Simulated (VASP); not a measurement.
# Ni (Fm-3m) in VASP: notebook, part 2 of 2

VASP 6.6.1. The steps go on from the part before.

## Step 4: Single point, LDA, collinear spin, ferromagnetic start (volume scaled by 0.8)

INCAR

```
SYSTEM = Ni
PREC = Accurate
ENCUT = 520
EDIFF = 1E-6
ISMEAR = -1
SIGMA = 0.08
LREAL = .FALSE.
LASPH = .TRUE.
NELM = 150
ALGO = Normal
ISIF = 2
LWAVE = .FALSE.
LCHARG = .TRUE.
ISPIN = 2
MAGMOM = 1
LORBIT = 11
LMAXMIX = 4
GGA = CA
LELF = .TRUE.
LVHAR = .TRUE.
NBANDS = 15
```

KPOINTS

```
Automatic mesh
0
G
  18 18 18
  0 0 0
```

POSCAR

```
Ni
1.0
    0.0000000000      1.5896139720      1.5896139720
    1.5896139720      0.0000000000      1.5896139720
    1.5896139720      1.5896139720      0.0000000000
Ni
1
Direct
    0.0000000000      0.0000000000      0.0000000000
```

Potentials or basis: VASP PAW LDA potentials, release 64 (Ni).

Started as:

```console
cat potpaw_LDA.64/Ni/POTCAR > POTCAR
mpirun -np 1 vasp_std > vasp.out
```

OUTCAR:

```text
SYSTEM = Ni
   PREC = Accurate
   ENCUT = 520
   EDIFF = 1E-6
   ISMEAR = -1
   LREAL = .FALSE.
   LASPH = .TRUE.
   NELM = 150
   ISIF = 2
   ISPIN = 2
   LORBIT = 11
   GGA = CA

 ion  position               nearest neighbor table
   1  0.000  0.000  0.000-

  LATTYP: Found a face centered cubic cell.
 ALAT       =     3.1792279440

  Lattice vectors:

 A1 = (   0.0000000000,   1.5896139720,   1.5896139720)
 A2 = (   1.5896139720,   0.0000000000,   1.5896139720)
 A3 = (   1.5896139720,   1.5896139720,   0.0000000000)

Analysis of symmetry for initial positions (statically):
=====================================================================
 Subroutine PRICEL returns:
 Original cell was already a primitive cell.

 Routine SETGRP: Setting up the symmetry group for a
 face centered cubic supercell.

 Subroutine GETGRP returns: Found 48 space group operations
 (whereof 48 operations were pure point group operations)
 out of a pool of 48 trial point group operations.

The static configuration has the point symmetry O_h .

Analysis of symmetry for dynamics (positions and initial velocities):
=====================================================================
 Subroutine PRICEL returns:
 Original cell was already a primitive cell.

 Routine SETGRP: Setting up the symmetry group for a
 face centered cubic supercell.

 Subroutine GETGRP returns: Found 48 space group operations
 (whereof 48 operations were pure point group operations)
 out of a pool of 48 trial point group operations.

The dynamic configuration has the point symmetry O_h .

Analysis of structural, dynamic, and magnetic symmetry:
=====================================================================
 Subroutine PRICEL returns:
 Original cell was already a primitive cell.

 Routine SETGRP: Setting up the symmetry group for a
 face centered cubic supercell.

 Subroutine GETGRP returns: Found 48 space group operations
 (whereof 48 operations were pure point group operations)
 out of a pool of 48 trial point group operations.

The overall configuration has the point symmetry O_h .

[... 152 lines left out ...]

 k-point     1 :       0.0000    0.0000    0.0000
  band No.  band energies     occupation
      1       2.8599      1.00000
      2      10.8646      1.00000
      3      10.8646      1.00000
      4      10.8646      1.00000
      5      12.6538      1.00000
      6      12.6538      1.00000
      7      40.3335      0.00000
      8      46.6211      0.00000
      9      46.6211      0.00000
     10      46.6211      0.00000
     11      51.3483      0.00000
     12      51.3483      0.00000
     13      51.3483      0.00000
     14      53.1250      0.00000
[... 403 lines left out ...]
      4      11.2670      1.00000
      5      12.4964      1.00000
      6      13.0147      1.00000
      7      32.6688      0.00000
      8      39.9060      0.00000
      9      44.2168      0.00000
     10      47.4560      0.00000
     11      49.7174      0.00000
     12      50.0795      0.00000
     13      55.0667      0.00000
     14      58.0001      0.00000
     15      58.2329      0.00000

 [... further k-points ...]

 spin component 2

 k-point     1 :       0.0000    0.0000    0.0000
  band No.  band energies     occupation
      1       2.9176      1.00000
      2      11.3718      1.00000
      3      11.3718      1.00000
      4      11.3718      1.00000
      5      13.1224      1.00000
      6      13.1224      1.00000
      7      40.3517      0.00000
      8      46.6658      0.00000
      9      46.6658      0.00000
     10      46.6658      0.00000
     11      51.5189      0.00000
     12      51.5189      0.00000
     13      51.5189      0.00000
     14      53.1506      0.00000
[... 403 lines left out ...]
      4      11.7594      1.00000
      5      12.9808      1.00000
      6      13.5106      0.99959
      7      32.8498      0.00000
      8      39.9751      0.00000
      9      44.3133      0.00000
     10      47.5730      0.00000
     11      49.7924      0.00000
     12      50.2030      0.00000
     13      55.1484      0.00000
     14      58.1614      0.00000
     15      59.3320      0.00000

 [... further k-points ...]
[... 5 lines left out ...]
  --------------------------------------------------------------------------------------
  -------------------------------------------------------------------------------------
  Total        4.8085092      4.8085092      4.8085092      0.0000000      0.0000000      0.0000000
  in kB      958.9942983    958.9942983    958.9942983      0.0000000      0.0000000      0.0000000
  external PRESSURE =     958.9942983 kB  Pullay stress =       0.0000000 kB

 VOLUME and BASIS-vectors are now :
 -----------------------------------------------------------------------------
  energy-cutoff  :      520.00
  volume of cell :        8.03
      direct lattice vectors                 reciprocal lattice vectors
     0.000000000  1.589613972  1.589613972    -0.314541775  0.314541775  0.314541775
     1.589613972  0.000000000  1.589613972     0.314541775 -0.314541775  0.314541775
     1.589613972  1.589613972  0.000000000     0.314541775  0.314541775 -0.314541775

 POSITION                                       TOTAL-FORCE (eV/Angst)
 -----------------------------------------------------------------------------------
      0.00000      0.00000      0.00000         0.000000      0.000000      0.000000
 -----------------------------------------------------------------------------------
    total drift:                                0.000000     -0.000000      0.000000

  FREE ENERGIE OF THE ION-ELECTRON SYSTEM (eV)
  ---------------------------------------------------
  free  energy   TOTEN  =        -6.1138587211 eV

  energy  without entropy=       -6.0822940985  energy(sigma->0) =       -6.09807641

 total charge

# of ion       s       p       d       tot
------------------------------------------
    1        0.657   0.836   8.559  10.051

 magnetization (x)

# of ion       s       p       d       tot
------------------------------------------
    1       -0.004  -0.016   0.502   0.482
```

stdout:

```text
POSCAR found type information on POSCAR Ni
 POSCAR found :  1 types and       1 ions
 scaLAPACK will be used
 LDA part: xc-table for (Slater(with rela. corr.)+CA(PZ))
 , standard interpolation
 POSCAR, INCAR and KPOINTS ok, starting setup
 FFT: planning ... GRIDC
 FFT: planning ... GRID_SOFT
 FFT: planning ... GRID
 WAVECAR not read
 entering main loop
```

Wall time 26 s (1 thread of AMD EPYC 9R45 (Zen 5), shared host); peak memory 0.11 GiB.

Results:

```
Free energy  : -6.1139 eV
Pressure     : 95.9 GPa
Net moment   : 0.49 μB per cell
Site moments : Ni +0.48 μB
```

## Step 5: Single point, LDA, collinear spin, ferromagnetic start (volume scaled by 0.88)

INCAR

```
ALGO = Normal ; EDIFF = 1E-7
ENCUT = 520 ; ISIF = 2
ISMEAR = -1 ; ISPIN = 2
LASPH = True ; LCHARG = False
LMAXMIX = 4 ; LORBIT = 11
LREAL = False ; LWAVE = False
MAGMOM = 1 ; NBANDS = 15
NELM = 150 ; PREC = Accurate
SIGMA = 0.08
```

KPOINTS

```
k-points
0
Gamma
  18 18 18
```

POSCAR

```
Ni
1.0
    0.0000000000      1.6409268946      1.6409268946
    1.6409268946      0.0000000000      1.6409268946
    1.6409268946      1.6409268946      0.0000000000
Ni
1
Direct
    0.0000000000      0.0000000000      0.0000000000
```

Started as:

```console
cat potpaw_LDA.64/Ni/POTCAR > POTCAR
mpirun -np 1 vasp_std > vasp.out
```

It took 29 s on 1 thread of AMD EPYC 9R45 (Zen 5), shared host; peak memory 0.12 GiB.

Results (log left out):

```
Free energy                                           : -6.4534 eV
Pressure                                              : 43.6 GPa
Net moment                                            : 0.55 μB per cell
Site moments                                          : Ni +0.54 μB
Valence electrons inside the program's atomic spheres : Ni 9.78
```

Levels at points of the mesh, in eV from the Fermi level:
Spin up:
```tsv
k point	band 2	band 3	band 4	band 5	band 6	band 7	band 8	band 9
(0.00, 0.00, 0.00)	-2.93	-2.93	-2.93	-1.38	-1.38	25.48	30.95	30.95
(0.50, 0.00, 0.00)	-2.97	-2.97	-0.63	-0.41	-0.41	7.42	23.91	28.39
(0.50, 0.50, 0.00)	-5.38	-0.39	-0.19	-0.19	2.63	11.33	16.83	16.83
```
Spin down:
```
           k point  band 2  band 3  band 4  band 5  band 6  band 7  band 8  band 9
(0.00, 0.00, 0.00)   -2.37   -2.37   -2.37   -0.86   -0.86   25.49   30.99   30.99
(0.50, 0.00, 0.00)   -2.47   -2.47   -0.58    0.19    0.19    7.79   23.90   28.51
(0.50, 0.50, 0.00)   -4.92    0.15    0.46    0.46    2.70   11.61   16.92   16.92
```

## Step 6: Summary

```tsv
cell	gap on the mesh (eV)	pressure (GPa)	moment (μB)
a = 2.170 Å, angles 60.0°, 1 atom	none	181.5	0.36
a = 2.248 Å, angles 60.0°, 1 atom	none	95.9	0.49
a = 2.321 Å, angles 60.0°, 1 atom	none	43.6	0.55
```

Alike in all rows: task single point; level LDA; potentials or basis VASP PAW LDA potentials, release 64 (Ni); spin collinear, ferromagnetic start; k mesh 18 × 18 × 18; cutoff (eV) 520; smearing fermi-dirac 0.08 eV.

Absolute energies hang on the potentials; compare differences alone.
